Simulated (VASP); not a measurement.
# Fe (Fm-3m) in VASP: further runs, part 2 of 2

VASP 6.6.1. Earlier steps stand in the parts before.

### Step 3. Relaxation of cell and atoms, r2SCAN+D4, collinear spin, ferromagnetic start

Input file POSCAR:

```
Fe
1.0
    0.0000000000      1.7595652491      1.7595652491
    1.7595652491      0.0000000000      1.7595652491
    1.7595652491      1.7595652491      0.0000000000
Fe
1
Direct
    0.0000000000      0.0000000000      0.0000000000
```

Input file INCAR.step1:

```
SYSTEM = Fe
ALGO = Normal
EDIFF = 1E-4
ENCUT = 600
GGA = PE
ISMEAR = -1
ISPIN = 2
LASPH = .True.
LCHARG = .False.
LMAXMIX = 4
LREAL = .False.
LWAVE = .True.
MAGMOM = 3
NELM = 150
PREC = Accurate
SIGMA = 0.05
```

Input file INCAR.step2:

```
SYSTEM = Fe
ALGO = Normal
EDIFF = 1E-7
EDIFFG = -0.005
ENCUT = 600
IBRION = 2
ISIF = 3
ISMEAR = -1
ISPIN = 2
ISTART = 1
IVDW = 13
LASPH = .True.
LCHARG = .False.
LMAXMIX = 4
LMIXTAU = .True.
LORBIT = 11
LREAL = .False.
LWAVE = .False.
MAGMOM = 3
METAGGA = R2SCAN
NELM = 150
NSW = 100
PREC = Accurate
SIGMA = 0.05
VDW_A1 = 0.51559235
VDW_A2 = 5.77342911
VDW_S6 = 1.0
VDW_S8 = 0.6018749
```

Input file KPOINTS:

```
k-points
0
Gamma
  16 16 16
  0 0 0
```

Potentials or basis: VASP PAW PBE potentials, release 64 (Fe).

The run is started by

```sh
$ cat potpaw_PBE.64/Fe/POTCAR > POTCAR
$ cp INCAR.step1 INCAR
$ mpirun -np 1 vasp_std > vasp.out
$ cp INCAR.step2 INCAR
$ mpirun -np 1 vasp_std > vasp.out
```

OUTCAR:

```text
SYSTEM = Fe
   EDIFF = 1E-7
   EDIFFG = -0.005
   ENCUT = 600
   IBRION = 2
   ISIF = 3
   ISMEAR = -1
   ISPIN = 2
   ISTART = 1
   IVDW = 13
   LASPH = .True.
   LORBIT = 11
   LREAL = .False.
   METAGGA = R2SCAN
   NELM = 150
   NSW = 100
   PREC = Accurate

 ion  position               nearest neighbor table
   1  0.000  0.000  0.000-

  LATTYP: Found a face centered cubic cell.
 ALAT       =     3.5191304982

  Lattice vectors:

 A1 = (   0.0000000000,   1.7595652491,   1.7595652491)
 A2 = (   1.7595652491,   0.0000000000,   1.7595652491)
 A3 = (   1.7595652491,   1.7595652491,   0.0000000000)

Analysis of symmetry for initial positions (statically):
=====================================================================
 Subroutine PRICEL returns:
 Original cell was already a primitive cell.

 Routine SETGRP: Setting up the symmetry group for a
 face centered cubic supercell.

 Subroutine GETGRP returns: Found 48 space group operations
 (whereof 48 operations were pure point group operations)
 out of a pool of 48 trial point group operations.

The static configuration has the point symmetry O_h .

Analysis of symmetry for dynamics (positions and initial velocities):
=====================================================================
 Subroutine PRICEL returns:
 Original cell was already a primitive cell.

 Routine SETGRP: Setting up the symmetry group for a
 face centered cubic supercell.

 Subroutine GETGRP returns: Found 48 space group operations
[... 359 lines left out ...]

 number of electron       8.0000007 magnetization       2.7881855

 Free energy of the ion-electron system (eV)
  ---------------------------------------------------
  ext. energy  EPLUGINS =         0.00000000
  ---------------------------------------------------
  free energy    TOTEN  =       -14.25996354 eV

  energy without entropy =      -14.25395196  energy(sigma->0) =      -14.25695775

 E-fermi :   5.7818     XC(G=0): -13.8920

 val. band max:        5.7649263490   @ k =   0.5000   0.1250   0.0625
 cond. band min:       5.7928217241   @ k =  -0.3125   0.1250   0.0000
 fundamental gap:      0.0278953751
 Fermi energy:         5.7817786797

 spin component 1

 k-point     1 :       0.0000    0.0000    0.0000
  band No.  band energies     occupation
      1      -3.1684      1.00000
      2       2.3214      1.00000
      3       2.3214      1.00000
      4       2.3214      1.00000
      5       3.2257      1.00000
      6       3.2257      1.00000
      7      28.2483      0.00000
      8      32.2626      0.00000
      9      32.2626      0.00000
     10      32.2627      0.00000
[... 287 lines left out ...]
 k-point    24 :      -0.0625    0.0625    0.0000
  band No.  band energies     occupation
      1      -2.7687      1.00000
      2       2.2079      1.00000
      3       2.4118      1.00000
      4       2.4301      1.00000
      5       3.1369      1.00000
      6       3.2484      1.00000
      7      27.0757      0.00000
      8      28.8453      0.00000
      9      31.0088      0.00000
     10      32.7721      0.00000

 [... further k-points ...]

 spin component 2

 k-point     1 :       0.0000    0.0000    0.0000
  band No.  band energies     occupation
      1      -3.6255      1.00000
      2       5.8281      0.28379
      3       5.8281      0.28378
      4       5.8281      0.28354
      5       7.8424      0.00000
      6       7.8424      0.00000
      7      27.4669      0.00000
      8      33.3249      0.00000
      9      33.3249      0.00000
     10      33.3250      0.00000
[... 331 lines left out ...]
  FREE ENERGIE OF THE ION-ELECTRON SYSTEM (eV)
  ---------------------------------------------------
  free  energy   TOTEN  =       -14.3740822266 eV

  energy  without entropy=      -14.3680706446  energy(sigma->0) =      -14.37107644

 reached required accuracy - stopping structural energy minimisation

 total charge

# of ion       s       p       d       tot
------------------------------------------
    1        0.484   0.542   6.137   7.163

 magnetization (x)

# of ion       s       p       d       tot
------------------------------------------
    1       -0.010  -0.089   2.939   2.839
```

OUTCAR.step1:

```text
SYSTEM = Fe
   EDIFF = 1E-4
   ENCUT = 600
   GGA = PE
   ISMEAR = -1
   ISPIN = 2
   LASPH = .True.
[... 860 lines left out ...]
 -----------------------------------------------------------------------------------
      0.00000      0.00000      0.00000        -0.000000      0.000000      0.000000
 -----------------------------------------------------------------------------------
    total drift:                               -0.000000     -0.000000     -0.000000

  FREE ENERGIE OF THE ION-ELECTRON SYSTEM (eV)
  ---------------------------------------------------
  free  energy   TOTEN  =        -8.0946263661 eV

  energy  without entropy=       -8.0822841875  energy(sigma->0) =       -8.08845528
```

OSZICAR.step1:

```text
N       E                     dE             d eps       ncg     rms          rms(c)
DAV:   1     0.209459315339E+02    0.20946E+02   -0.44818E+03  6048   0.110E+03
DAV:   2    -0.835640366463E+01   -0.29302E+02   -0.27471E+02  5884   0.142E+02
DAV:   3    -0.895987252286E+01   -0.60347E+00   -0.59865E+00  6572   0.258E+01
DAV:   4    -0.896236664322E+01   -0.24941E-02   -0.24937E-02  6264   0.153E+00
DAV:   5    -0.896238478399E+01   -0.18141E-04   -0.18141E-04  6166   0.126E-01    0.125E+01
DAV:   6    -0.818160117373E+01    0.78078E+00   -0.12027E+01  6356   0.522E+01    0.324E+00
DAV:   7    -0.810987121310E+01    0.71730E-01   -0.57335E-01  6440   0.112E+01    0.233E+00
DAV:   8    -0.810152789117E+01    0.83433E-02   -0.88245E-03  7322   0.980E-01    0.723E-01
DAV:   9    -0.809557555696E+01    0.59523E-02   -0.93047E-03  6828   0.829E-01    0.221E-01
DAV:  10    -0.809462209718E+01    0.95346E-03   -0.81185E-04  6072   0.292E-01    0.105E-01
DAV:  11    -0.809462636606E+01   -0.42689E-05   -0.59117E-05  3140   0.855E-02
   1 F= -.80946264E+01 E0= -.80884553E+01  d E =-.123422E-01  mag=     1.1931
```

It took 12 min on 1 thread of AMD EPYC 9R45 (Zen 5), shared host; peak memory 0.14 GiB.

What came out:

```
Free energy                                           : -14.3741 eV
Relaxed volume                                        : 12.00 Å³/atom
Relaxed cell                                          : a = 2.570 Å, b = 2.570 Å, c = 2.570 Å, α = 60.00°, β = 60.00°, γ = 60.00°
Space group after relaxing (to 0.1 Å)                 : Fm-3m (No. 225)
Energy gained by relaxing                             : 69.0 meV/atom
Ionic steps                                           : 17
Pressure after relaxing                               : 0.1 GPa
Net moment                                            : 2.79 μB per cell
Site moments                                          : Fe +2.84 μB
Valence electrons inside the program's atomic spheres : Fe 7.16
Dispersion energy per atom                            : -0.114 eV
```

Step by step:
```
step  energy change (eV)  largest force (eV/Å)  pressure (GPa)  volume (Å³)
   1              0.0000                0.0000           21.30        10.90
   2             -0.0006                0.0000          -13.87        13.34
   3             -0.0690                0.0000           -0.22        12.01
   4             -0.0690                0.0000            0.14        11.99
   5             -0.0690                0.0000            0.12        11.99
   6             -0.0690                0.0000            0.12        11.99
   7             -0.0690                0.0000            0.12        11.99
   8             -0.0690                0.0000            0.13        11.99
   9             -0.0690                0.0000            0.13        11.99
  10             -0.0690                0.0000            0.12        11.99
  11             -0.0690                0.0000            0.12        11.99
  12             -0.0690                0.0000            0.12        11.99
  13             -0.0690                0.0000            0.11        11.99
  14             -0.0690                0.0000            0.11        11.99
  15             -0.0690                0.0000            0.09        11.99
  16             -0.0690                0.0000            0.08        11.99
  17             -0.0690                0.0000            0.05        12.00
```

Final structure:
```
Fe
1.0
     0.00000    1.81692    1.81692
     1.81692    0.00000    1.81692
     1.81692    1.81692    0.00000
Fe
1
Direct
  0.00000 0.00000 0.00000
```

Caveat: the PAW data sets were made with another functional, which shifts forces and pressure a little.
